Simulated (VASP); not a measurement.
# Ti (Fm-3m) in VASP: further runs, part 2 of 2

VASP 6.6.1. The steps go on from the part before.

### Step 4. Single point, PBEsol (volume scaled by 1.04)

INCAR reads:

```
SYSTEM = Ti
PREC = Accurate ; ENCUT = 520
EDIFF = 1E-6 ; ISMEAR = -1
SIGMA = 0.1 ; LREAL = .FALSE.
LASPH = .TRUE. ; NELM = 100
ALGO = Normal ; ISIF = 2
LWAVE = .FALSE. ; LCHARG = .FALSE.
GGA = PS ; NBANDS = 12
```

KPOINTS reads:

```
Automatic mesh
0
G
  22 22 22
  0 0 0
```

POSCAR reads:

```
Ti
1.0
    0.0000000000      2.0559679211      2.0559679211
    2.0559679211      0.0000000000      2.0559679211
    2.0559679211      2.0559679211      0.0000000000
Ti
1
Direct
    0.0000000000      0.0000000000      0.0000000000
```

Potentials or basis: VASP PAW PBE potentials, release 64 (Ti_sv).

Run with:

```bash
> cat potpaw_PBE.64/Ti_sv/POTCAR > POTCAR
> mpirun -np 1 vasp_std > vasp.out
```

OUTCAR:

```text
SYSTEM = Ti
   PREC = Accurate
   ENCUT = 520
   EDIFF = 1E-6
   ISMEAR = -1
   LREAL = .FALSE.
   LASPH = .TRUE.
   NELM = 100
   ISIF = 2
   GGA = PS

 ion  position               nearest neighbor table
   1  0.000  0.000  0.000-

  LATTYP: Found a face centered cubic cell.
 ALAT       =     4.1119358422

  Lattice vectors:

 A1 = (   0.0000000000,   2.0559679211,   2.0559679211)
 A2 = (   2.0559679211,   0.0000000000,   2.0559679211)
 A3 = (   2.0559679211,   2.0559679211,   0.0000000000)

Analysis of symmetry for initial positions (statically):
=====================================================================
 Subroutine PRICEL returns:
 Original cell was already a primitive cell.

 Routine SETGRP: Setting up the symmetry group for a
 face centered cubic supercell.

 Subroutine GETGRP returns: Found 48 space group operations
 (whereof 48 operations were pure point group operations)
 out of a pool of 48 trial point group operations.

The static configuration has the point symmetry O_h .

Analysis of symmetry for dynamics (positions and initial velocities):
=====================================================================
 Subroutine PRICEL returns:
 Original cell was already a primitive cell.

 Routine SETGRP: Setting up the symmetry group for a
 face centered cubic supercell.

 Subroutine GETGRP returns: Found 48 space group operations
 (whereof 48 operations were pure point group operations)
 out of a pool of 48 trial point group operations.

The dynamic configuration has the point symmetry O_h .

 Subroutine INISYM returns: Found 48 space group operations
 (whereof 48 operations are pure point group operations),
 and found     1 'primitive' translations

----------------------------------------------------------------------------------------

                                     Primitive cell

  volume of cell :      17.3812

  direct lattice vectors                    reciprocal lattice vectors
[... 106 lines left out ...]
  volume/ion in A,a.u.               =      17.38       117.29
  Fermi-wavevector in a.u.,A,eV,Ry     =   1.446912  2.734268 28.484553  2.093556
  Thomas-Fermi vector in A             =   2.564927
   LORBIT       =      0    0 simple, 1 ext, 2 COOP (PROOUT), +10 PAW based schemes
   GGA     = PS    functional components
   LHFCALC =     F    Hartree Fock is set to
   AEXX    =    0.0000 exact exchange contribution
   IVDW    =     0    specifies the selected vdW correction
   LEPSILON=     F    determine dielectric tensor
   LRPA    =     F    only Hartree local field effects (RPA)
 non-spin polarized calculation
  energy-cutoff  :      520.00
  volume of cell :       17.38
 maximum number of plane-waves:       489
 NGX is ok and might be reduce to    24
   NGX = 11   NGY = 11   NGZ = 11

 number of electron      12.0000002 magnetization

 Free energy of the ion-electron system (eV)
  ---------------------------------------------------
  ext. energy  EPLUGINS =         0.00000000
  ---------------------------------------------------
  free energy    TOTEN  =        -8.30109873 eV

  energy without entropy =       -8.24418591  energy(sigma->0) =       -8.27264232

 E-fermi :   8.0884     XC(G=0): -11.6322

 val. band max:        8.0797582045   @ k =  -0.4545   0.3182   0.1364
 cond. band min:       8.0958704623   @ k =  -0.3182   0.3182   0.0000
 fundamental gap:      0.0161122578
 Fermi energy:         8.0884199736

 k-point     1 :       0.0000    0.0000    0.0000
  band No.  band energies     occupation
      1     -48.3892      2.00000
      2     -24.3439      2.00000
      3     -24.3439      2.00000
      4     -24.3439      2.00000
      5       1.9902      2.00000
      6       8.9651      0.00031
      7       8.9651      0.00031
      8       8.9651      0.00031
      9      10.5866      0.00000
     10      10.5866      0.00000
     11      23.3506      0.00000
     12      27.7770      0.00000
[... 331 lines left out ...]
 k-point    24 :      -0.4545    0.0455    0.0000
  band No.  band energies     occupation
      1     -48.2651      2.00000
      2     -25.0096      2.00000
      3     -24.4413      2.00000
      4     -24.4308      2.00000
      5       5.5274      2.00000
      6       8.5254      0.02499
      7       8.8835      0.00070
      8       8.8872      0.00068
      9      11.6066      0.00000
     10      11.7989      0.00000
     11      16.3526      0.00000
     12      22.6618      0.00000

 [... further k-points ...]
[... 5 lines left out ...]
  --------------------------------------------------------------------------------------
  -------------------------------------------------------------------------------------
  Total       -0.4723753     -0.4723753     -0.4723753      0.0000000     -0.0000000      0.0000000
  in kB      -43.5430446    -43.5430446    -43.5430446      0.0000000     -0.0000000      0.0000000
  external PRESSURE =     -43.5430446 kB  Pullay stress =       0.0000000 kB

 VOLUME and BASIS-vectors are now :
 -----------------------------------------------------------------------------
  energy-cutoff  :      520.00
  volume of cell :       17.38
      direct lattice vectors                 reciprocal lattice vectors
     0.000000000  2.055967921  2.055967921    -0.243194456  0.243194456  0.243194456
     2.055967921  0.000000000  2.055967921     0.243194456 -0.243194456  0.243194456
     2.055967921  2.055967921  0.000000000     0.243194456  0.243194456 -0.243194456

 POSITION                                       TOTAL-FORCE (eV/Angst)
 -----------------------------------------------------------------------------------
      0.00000      0.00000      0.00000         0.000000      0.000000      0.000000
 -----------------------------------------------------------------------------------
    total drift:                                0.000000      0.000000     -0.000000

  FREE ENERGIE OF THE ION-ELECTRON SYSTEM (eV)
  ---------------------------------------------------
  free  energy   TOTEN  =        -8.3010987327 eV

  energy  without entropy=       -8.2441859065  energy(sigma->0) =       -8.27264232
```

stdout:

```text
POSCAR found type information on POSCAR Ti
 POSCAR found :  1 types and       1 ions
 scaLAPACK will be used
 -----------------------------------------------------------------------------
|                                                                             |
|                                                                             |
|     You enforced a specific xc type in the INCAR file but a different       |
|     I HOPE YOU KNOW WHAT YOU ARE DOING!                                     |
|                                                                             |
 -----------------------------------------------------------------------------

 LDA part: xc-table for (Slater+PW92), standard interpolation
 POSCAR, INCAR and KPOINTS ok, starting setup
 FFT: planning ... GRIDC
 FFT: planning ... GRID_SOFT
 FFT: planning ... GRID
 WAVECAR not read
 entering main loop
```

It took 38 s on 1 thread of Intel Xeon Platinum 8259CL at 2.50GHz (Skylake/Cascade Lake), shared host; peak memory 0.19 GiB.

Results:

- Free energy: -8.3011 eV
- Pressure: -4.4 GPa
- Band gap on the k mesh: zero (band 6 reaches 8.97 eV, above the bottom of band 7 at 7.59 eV)

Caveat: the PAW data sets were made with another functional, which shifts forces and pressure a little.

### Step 5. Single point, PBEsol (volume scaled by 1.08)

INCAR reads:

```
PREC = Accurate ; ENCUT = 520
EDIFF = 1E-7 ; ISMEAR = -1
SIGMA = 0.1 ; LREAL = False
LASPH = True ; NELM = 60
ALGO = Normal ; ISIF = 2
LWAVE = False ; LCHARG = True
GGA = PS ; LELF = True
LVHAR = True ; NBANDS = 12
```

KPOINTS reads:

```
regular mesh
0
Gamma
  22 22 22
```

POSCAR reads:

```
Ti
1.0
    0.0000000000      2.0819955946      2.0819955946
    2.0819955946      0.0000000000      2.0819955946
    2.0819955946      2.0819955946      0.0000000000
Ti
1
Direct
    0.0000000000      0.0000000000      0.0000000000
```

Run with:

```bash
> cat potpaw_PBE.64/Ti_sv/POTCAR > POTCAR
> mpirun -np 1 vasp_std > vasp.out
```

Run time: 46 s. Hardware: 1 thread of Intel Xeon Platinum 8259CL at 2.50GHz (Skylake/Cascade Lake), shared host; peak memory 0.19 GiB.

It converged, with:

* Free energy: -8.2758 eV
* Pressure: -7.8 GPa
* Band gap on the k mesh: zero (band 6 reaches 8.55 eV, above the bottom of band 7 at 7.23 eV)

Levels at points of the mesh, in eV from the Fermi level:
| k point | band 4 | band 5 | band 6 | band 7 | band 8 | band 9 |
| --- | --- | --- | --- | --- | --- | --- |
| (0.00, 0.00, 0.00) | -32.54 | -6.01 | 0.85 | 0.85 | 0.85 | 2.39 |
| (0.50, 0.00, 0.00) | -32.62 | -2.51 | 0.56 | 0.74 | 0.74 | 3.42 |
| (0.50, 0.50, 0.00) | -32.75 | -2.45 | -1.61 | 2.67 | 3.40 | 3.69 |

Caveat: the PAW data sets were made with another functional, which shifts forces and pressure a little.

### Step 6. Single point, PBEsol (volume scaled by 1.12)

INCAR reads:

```
SYSTEM = Ti
ALGO = Normal
EDIFF = 1E-6
ENCUT = 520
GGA = PS
ISIF = 2
ISMEAR = -1
LASPH = .TRUE.
LCHARG = .TRUE.
LELF = .TRUE.
LREAL = .FALSE.
LVHAR = .TRUE.
LWAVE = .FALSE.
NBANDS = 12
NELM = 80
PREC = Accurate
SIGMA = 0.1
```

KPOINTS reads:

```
k-points
0
G
  22 22 22
  0 0 0
```

POSCAR reads:

```
Ti
1.0
    0.0000000000      2.1073882873      2.1073882873
    2.1073882873      0.0000000000      2.1073882873
    2.1073882873      2.1073882873      0.0000000000
Ti
1
Direct
    0.0000000000      0.0000000000      0.0000000000
```

Potentials or basis: VASP PAW PBE potentials, release 64 (Ti_sv).

Run with:

```bash
> cat potpaw_PBE.64/Ti_sv/POTCAR > POTCAR
> mpirun -np 1 vasp_std > vasp.out
```

Wall time 40 s (1 thread of Intel Xeon Platinum 8259CL at 2.50GHz (Skylake/Cascade Lake), shared host); peak memory 0.19 GiB.

It converged, with:

| Property | Result |
| --- | --- |
| Free energy | -8.2373 eV |
| Pressure | -10.7 GPa |
| Band gap on the k mesh | zero (band 6 reaches 8.16 eV, above the bottom of band 7 at 6.88 eV) |

Levels at points of the mesh, in eV from the Fermi level:
| k point | band 4 | band 5 | band 6 | band 7 | band 8 | band 9 |
| --- | --- | --- | --- | --- | --- | --- |
| (0.00, 0.00, 0.00) | -32.64 | -5.91 | 0.83 | 0.83 | 0.83 | 2.29 |
| (0.50, 0.00, 0.00) | -32.71 | -2.43 | 0.48 | 0.72 | 0.72 | 3.27 |
| (0.50, 0.50, 0.00) | -32.83 | -2.34 | -1.52 | 2.53 | 3.25 | 3.52 |

Caveat: the PAW data sets were made with another functional, which shifts forces and pressure a little.

### Step 7. Summary

```csv
cell,gap on the mesh (eV),pressure (GPa)
"a = 2.870 Å, angles 60.0°, 1 atom",none,-0.2
"a = 2.908 Å, angles 60.0°, 1 atom",none,-4.4
"a = 2.944 Å, angles 60.0°, 1 atom",none,-7.8
"a = 2.980 Å, angles 60.0°, 1 atom",none,-10.7
```

Alike in all rows: task single point; level PBEsol; potentials or basis VASP PAW PBE potentials, release 64 (Ti_sv); no spin polarisation; k mesh 22 × 22 × 22; cutoff (eV) 520; smearing fermi-dirac 0.1 eV.

Caveats: the PAW data sets were made with another functional, which shifts forces and pressure a little.

Absolute energies hang on the potentials; compare differences alone.
